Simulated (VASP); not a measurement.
# CoSi2 (I4/mmm) in VASP: further runs

Runs on CoSi2. Level: PBE. Tasks: single point.

All numbers are computed with VASP 6.6.1; they aren't measurements. Logs are shortened: lines on timing, memory, paths and dates and some standing lists are left out, and cuts for length are marked.

### 1 The cell of the first run

Symmetry: I4/mmm, No. 139, tetragonal system. Conventional cell: a = 3.790 Å, b = 3.790 Å, c = 5.641 Å, α = 90.00°, β = 90.00°, γ = 90.00°. Within 3.1 Å of Co (site symmetry 4/mmm) lie 8 Si at 2.36 Å. Si (site symmetry -4m2) has 4 Co at 2.36 Å and 6 Si at 2.68 to 2.82 Å within 3.1 Å.

### 2 Single point, PBE (strain +0.0525 x Voigt [0, 1, 0, 0, 0, 0])

The input, INCAR:

```
ALGO = Normal ; EDIFF = 1E-7
ENCUT = 520 ; GGA = PE
ISIF = 2 ; ISMEAR = 0
LASPH = True ; LCHARG = False
LREAL = False ; LWAVE = False
NBANDS = 16 ; NELM = 80
PREC = Accurate ; SIGMA = 0.15
```

The input, KPOINTS:

```
k-points
0
Gamma
  16 16 16
```

The input, POSCAR:

```
CoSi2
1.0
    0.0000000000      2.8206358583      2.6799390578
    2.6799390578      0.0000000000      2.6799390578
    2.6799390578      2.8206358583      0.0000000000
Co Si
1 2
Direct
    0.0000000000      0.0000000000      0.0000000000
    0.2500000000      0.2500000000      0.2500000000
    0.7500000000      0.7500000000      0.7500000000
```

Potentials or basis: VASP PAW PBE potentials, release 64 (Co, Si).

Started as:

```sh
$ cat potpaw_PBE.64/Co/POTCAR potpaw_PBE.64/Si/POTCAR > POTCAR
$ mpirun -np 1 vasp_std > vasp.out
```

OUTCAR:

```text
EDIFF = 1E-7
   ENCUT = 520
   GGA = PE
   ISIF = 2
   ISMEAR = 0
   LASPH = True
   LREAL = False
   NELM = 80
   PREC = Accurate

 ion  position               nearest neighbor table
   1  0.000  0.000  0.000-   3 2.36   3 2.36   3 2.36   2 2.36   3 2.36   2 2.36   2 2.36   2 2.36

   2  0.250  0.250  0.250-   1 2.36   1 2.36   1 2.36   1 2.36   3 2.68   3 2.68   3 2.68   3 2.68
                             3 2.82   3 2.82
   3  0.750  0.750  0.750-   1 2.36   1 2.36   1 2.36   1 2.36   2 2.68   2 2.68   2 2.68   2 2.68
                             2 2.82   2 2.82

  LATTYP: Found a body centered tetragonal cell.
 ALAT       =     3.7900061619
 C/A-ratio  =     1.4884597744

  Lattice vectors:

 A1 = (   0.0000000000,  -2.8206358583,   2.6799390578)
 A2 = (   0.0000000000,  -2.8206358583,  -2.6799390578)
 A3 = (   2.6799390578,   2.8206358583,   0.0000000000)

Analysis of symmetry for initial positions (statically):
=====================================================================
 Subroutine PRICEL returns:
 Original cell was already a primitive cell.

 Routine SETGRP: Setting up the symmetry group for a
 body centered tetragonal supercell.

 Subroutine GETGRP returns: Found 16 space group operations
 (whereof 16 operations were pure point group operations)
 out of a pool of 16 trial point group operations.

The static configuration has the point symmetry D_4h.

Analysis of symmetry for dynamics (positions and initial velocities):
=====================================================================
 Subroutine PRICEL returns:
 Original cell was already a primitive cell.

 Routine SETGRP: Setting up the symmetry group for a
 body centered tetragonal supercell.

 Subroutine GETGRP returns: Found 16 space group operations
 (whereof 16 operations were pure point group operations)
 out of a pool of 16 trial point group operations.

The dynamic configuration has the point symmetry D_4h.

 Subroutine INISYM returns: Found 16 space group operations
 (whereof 16 operations are pure point group operations),
 and found     1 'primitive' translations

----------------------------------------------------------------------------------------

                                     Primitive cell

  volume of cell :      40.5160

  direct lattice vectors                    reciprocal lattice vectors
     0.000000000  2.820635858  2.679939058    -0.186571407  0.177264995  0.186571407
     2.679939058  0.000000000  2.679939058     0.186571407 -0.177264995  0.186571407
     2.679939058  2.820635858  0.000000000     0.186571407  0.177264995 -0.186571407

  length of vectors
     3.890765991  3.790006162  3.890765991     0.317868932  0.317868932  0.317868932

  position of ions in fractional coordinates (direct lattice)
     0.000000000  0.000000000  0.000000000
     0.250000000  0.250000000  0.250000000
     0.750000000  0.750000000  0.750000000

  ion indices of the primitive-cell ions
   primitive index   ion index
                 1           1
                 2           2
                 3           3

----------------------------------------------------------------------------------------

 KPOINTS: k-points

Automatic generation of k-mesh.
 Grid dimensions read from file:
 generate k-points for:   16   16   16

 Generating k-lattice:

  Cartesian coordinates                     Fractional coordinates (reciprocal lattice)
    -0.011660713  0.011079062  0.011660713     0.062500000  0.000000000 -0.000000000
     0.011660713 -0.011079062  0.011660713     0.000000000  0.062500000  0.000000000
     0.011660713  0.011079062 -0.011660713    -0.000000000  0.000000000  0.062500000

  Length of vectors
     0.019866808  0.019866808  0.019866808

  Shift w.r.t. Gamma in fractional coordinates (k-lattice)
     0.000000000  0.000000000  0.000000000

 Subroutine IBZKPT returns following result:
 ===========================================

 Found    349 irreducible k-points:

 Following reciprocal coordinates:
            Coordinates               Weight
  0.000000  0.000000  0.000000      1.000000
  0.062500  0.000000  0.000000      8.000000
  0.125000  0.000000  0.000000      8.000000
  0.187500  0.000000  0.000000      8.000000
  0.250000  0.000000  0.000000      8.000000
  0.312500  0.000000  0.000000      8.000000
[... 16 lines left out ...]
 -0.125000  0.062500 -0.000000     16.000000
 -0.062500  0.062500  0.000000      8.000000
 [... further k-points ...]
   k-points           NKPTS =    349   k-points in BZ     NKDIM =    349   number of bands    NBANDS=     16
   number of dos      NEDOS =    301   number of ions     NIONS =      3
   total plane-waves  NPLWV =  25200
   dimension x,y,z NGX =    30 NGY =   28 NGZ =   30
   dimension x,y,z NGXF=    60 NGYF=   56 NGZF=   60
   ions per type =               1   2
   NGX,Y,Z   is equivalent  to a cutoff of  12.82, 12.28, 12.82 a.u.
   NGXF,Y,Z  is equivalent  to a cutoff of  25.64, 24.56, 25.64 a.u.
 SYSTEM =  unknown system
   PREC   = accura    normal or accurate (medium, high low for compatibility)
   ISTART =      0    job   : 0-new  1-cont  2-samecut
   ICHARG =      2    charge: 1-file 2-atom 10-const
   ISPIN  =      1    spin polarized calculation?
   LNONCOLLINEAR =      F non collinear calculations
   LSORBIT =      F    spin-orbit coupling
   LASPH  =      T    aspherical Exc in radial PAW
   ENCUT  =  520.0 eV  38.22 Ry    6.18 a.u.   7.23  7.05  7.23*2*pi/ulx,y,z
   NELM   =     80;   NELMIN=  2; NELMDL= -5     # of ELM steps
   EDIFF  = 0.1E-06   stopping-criterion for ELM
   LREAL  =      F    real-space projection
   EDIFFG = 0.1E-05   stopping-criterion for IOM
   NSW    =      0    number of steps for IOM
   IBRION =     -1    ionic relax: 0-MD 1-quasi-New 2-CG
   NFREE  =      0    steps in history (QN), initial steepest desc. (CG)
   ISIF   =      2    stress and relaxation
   ISYM   =      2    0-nonsym 1-usesym 2-fastsym
   POTIM  = 0.5000    time-step for ionic-motion
   TEBEG  =    0.0;   TEEND  =   0.0 temperature during run
   PSTRESS=    0.0 pullay stress
   NELECT =      17.0000    total number of electrons
   NUPDOWN=      -1.0000    fix difference up-down
   EMIN   =  10.00;   EMAX   =-10.00  energy-range for DOS
   EFERMI =   0.00;   METHOD = LEGACY
   ISMEAR =     0;   SIGMA  =   0.15  broadening in eV -4-tet -1-fermi 0-gaus
   EFERMI_NEDOS =   21; number of points for ismear=-14 and -15
   IALGO  =     38    algorithm
   IMIX   =      4    mixing-type and parameters
     AMIX     =   0.40;   BMIX     =  1.00
     AMIX_MAG =   1.60;   BMIX_MAG =  1.00
  volume/ion in A,a.u.               =      13.51        91.14
  Fermi-wavevector in a.u.,A,eV,Ry     =   1.225600  2.316049 20.437258  1.502096
  Thomas-Fermi vector in A             =   2.360632
   LORBIT       =      0    0 simple, 1 ext, 2 COOP (PROOUT), +10 PAW based schemes
   GGA     = PE    functional components
   LHFCALC =     F    Hartree Fock is set to
   AEXX    =    0.0000 exact exchange contribution
   IVDW    =     0    specifies the selected vdW correction
   LEPSILON=     F    determine dielectric tensor
   LRPA    =     F    only Hartree local field effects (RPA)
 non-spin polarized calculation
 Gauss-broadening in eV      SIGMA  =   0.15
  energy-cutoff  :      520.00
  volume of cell :       40.52
 maximum number of plane-waves:      1108
 NGX is ok and might be reduce to    30
   NGX = 15   NGY = 15   NGZ = 15

 number of electron      16.9999999 magnetization

 Free energy of the ion-electron system (eV)
  ---------------------------------------------------
  ext. energy  EPLUGINS =         0.00000000
  ---------------------------------------------------
  free energy    TOTEN  =       -19.22945845 eV

  energy without entropy =      -19.21668753  energy(sigma->0) =      -19.22307299

 E-fermi :   9.3784     XC(G=0): -11.5034

 val. band max:        9.3657654129   @ k =  -0.3125   0.0000   0.2500
 cond. band min:       9.3793651508   @ k =   0.4375   0.1875   0.0625
 fundamental gap:      0.0135997379
 Fermi energy:         9.3784242656

 k-point     1 :       0.0000    0.0000    0.0000
  band No.  band energies     occupation
      1      -3.3407      2.00000
      2       5.4734      2.00000
      3       5.4734      2.00000
      4       5.7119      2.00000
      5       7.5378      2.00000
      6       7.7600      2.00000
[... 8 lines left out ...]
     15      15.3988      0.00000
     16      15.3988      0.00000

 k-point     2 :       0.0625    0.0000    0.0000
  band No.  band energies     occupation
      1      -3.2837      2.00000
      2       5.3421      2.00000
      3       5.4965      2.00000
      4       5.6968      2.00000
      5       7.5208      2.00000
      6       7.7425      2.00000
[... 8 lines left out ...]
     15      15.1238      0.00000
     16      15.2344      0.00000

 k-point     3 :       0.1250    0.0000    0.0000
  band No.  band energies     occupation
      1      -3.1134      2.00000
      2       4.9204      2.00000
      3       5.5636      2.00000
      4       5.7239      2.00000
      5       7.4785      2.00000
      6       7.6967      2.00000
[... 8 lines left out ...]
     15      14.8323      0.00000
     16      14.9767      0.00000

 k-point     4 :       0.1875    0.0000    0.0000
  band No.  band energies     occupation
      1      -2.8314      2.00000
      2       4.2902      2.00000
      3       5.6670      2.00000
      4       5.7884      2.00000
      5       7.4342      2.00000
      6       7.6414      2.00000
[... 8 lines left out ...]
     15      15.1329      0.00000
     16      15.7916      0.00000
[... 324 lines left out ...]
 k-point    22 :      -0.1875    0.0625    0.0000
  band No.  band energies     occupation
      1      -2.6723      2.00000
      2       4.0846      2.00000
      3       5.5691      2.00000
      4       5.8897      2.00000
      5       7.3051      2.00000
      6       7.6891      2.00000
[... 8 lines left out ...]
     15      15.4854      0.00000
     16      16.7060      0.00000

 k-point    23 :      -0.1250    0.0625   -0.0000
  band No.  band energies     occupation
      1      -2.9874      2.00000
      2       4.7362      2.00000
      3       5.4969      2.00000
      4       5.7841      2.00000
      5       7.3818      2.00000
      6       7.7132      2.00000
[... 8 lines left out ...]
     15      15.4135      0.00000
     16      15.7966      0.00000

 k-point    24 :      -0.0625    0.0625    0.0000
  band No.  band energies     occupation
      1      -3.1919      2.00000
      2       5.1904      2.00000
      3       5.4691      2.00000
      4       5.7056      2.00000
      5       7.4636      2.00000
      6       7.7378      2.00000
[... 8 lines left out ...]
     15      14.6820      0.00000
     16      15.5722      0.00000

 [... further k-points ...]

------------------------ aborting loop because EDIFF is reached ----------------------------------------

  FORCE on cell =-STRESS in cart. coord.  units (eV):
  Direction    XX          YY          ZZ          XY          YZ          ZX
  --------------------------------------------------------------------------------------
  -------------------------------------------------------------------------------------
  Total       -1.7561877     -2.6329441     -1.7561877      0.0000000      0.0000000      0.0000000
  in kB      -69.4471873   -104.1178920    -69.4471873      0.0000000      0.0000000      0.0000000
  external PRESSURE =     -81.0040889 kB  Pullay stress =       0.0000000 kB

 VOLUME and BASIS-vectors are now :
 -----------------------------------------------------------------------------
  energy-cutoff  :      520.00
  volume of cell :       40.52
      direct lattice vectors                 reciprocal lattice vectors
     0.000000000  2.820635858  2.679939058    -0.186571407  0.177264995  0.186571407
     2.679939058  0.000000000  2.679939058     0.186571407 -0.177264995  0.186571407
     2.679939058  2.820635858  0.000000000     0.186571407  0.177264995 -0.186571407

 POSITION                                       TOTAL-FORCE (eV/Angst)
 -----------------------------------------------------------------------------------
      0.00000      0.00000      0.00000         0.000000      0.000000     -0.000000
      1.33997      1.41032      1.33997        -0.000000      0.000000     -0.000000
      4.01991      4.23095      4.01991         0.000000      0.000000      0.000000
 -----------------------------------------------------------------------------------
    total drift:                                0.000000     -0.000000     -0.000000

  FREE ENERGIE OF THE ION-ELECTRON SYSTEM (eV)
  ---------------------------------------------------
  free  energy   TOTEN  =       -19.2294584507 eV

  energy  without entropy=      -19.2166875288  energy(sigma->0) =      -19.22307299
```

Run time: 1.9 min. Hardware: 1 thread of Intel Xeon 6975P-C (Granite Rapids), shared host; peak memory 0.33 GiB.

What came out:

* Free energy: -19.2295 eV
* Pressure: -8.1 GPa
* Band gap on the k mesh: zero (an odd number of electrons rules out a gap without spin polarisation)

Stress tensor (GPa, compression positive):
```
 -6.94   0.00   0.00
  0.00 -10.41   0.00
  0.00   0.00  -6.94
```

Caveat: the cell differs from its parent crystal (strain +0.0525 x Voigt [0, 1, 0, 0, 0, 0]); the cell stands under tension; an odd number of electrons without spin polarisation forces a metal; a magnetic or distorted state may lie lower.

### 3 Single point, PBE (strain +0.0600 x Voigt [0, 1, 0, 0, 0, 0])

The input, INCAR:

```
ALGO = Normal
EDIFF = 1E-7
ENCUT = 520
GGA = PE
ISIF = 2
ISMEAR = 0
LASPH = True
LCHARG = True
LELF = True
LREAL = False
LVHAR = True
LWAVE = False
NBANDS = 16
NELM = 80
PREC = Accurate
SIGMA = 0.15
```

KPOINTS is that of step 2.

The input, POSCAR:

```
CoSi2
1.0
    0.0000000000      2.8407354013      2.6799390578
    2.6799390578      0.0000000000      2.6799390578
    2.6799390578      2.8407354013      0.0000000000
Co Si
1 2
Direct
    0.0000000000      0.0000000000      0.0000000000
    0.2500000000      0.2500000000      0.2500000000
    0.7500000000      0.7500000000      0.7500000000
```

Potentials or basis: VASP PAW PBE potentials, release 64 (Co, Si).

Started as:

```sh
$ cat potpaw_PBE.64/Co/POTCAR potpaw_PBE.64/Si/POTCAR > POTCAR
$ mpirun -np 1 vasp_std > vasp.out
```

It took 2 min on 1 thread of Intel Xeon 6975P-C (Granite Rapids), shared host; peak memory 0.34 GiB.

It converged, with:

- Free energy: -19.2096 eV
- Pressure: -9.0 GPa
- Band gap on the k mesh: zero (an odd number of electrons rules out a gap without spin polarisation)

Stress tensor (GPa, compression positive):
```
 -7.76   0.00   0.00
  0.00 -11.59   0.00
  0.00   0.00  -7.76
```

Levels at points of the mesh, in eV from the Fermi level:
```
           k point  band 7  band 8  band 9  band 10  band 11  band 12
(0.00, 0.00, 0.00)    0.22    2.90    2.94     2.94     3.66     3.66
(0.50, 0.00, 0.00)   -1.42   -0.67   -0.24     2.57     3.01     3.28
(0.50, 0.50, 0.00)   -1.69   -1.61   -1.19     1.23     2.82     8.14
(0.50, 0.00, 0.50)   -1.83   -1.83   -1.15     1.57     3.08     8.42
```

Caveat: the cell differs from its parent crystal (strain +0.0600 x Voigt [0, 1, 0, 0, 0, 0]); the cell stands under tension; an odd number of electrons without spin polarisation forces a metal; a magnetic or distorted state may lie lower. Spin polarisation is off, so any magnetic state and its effect on volume and gap are missing.
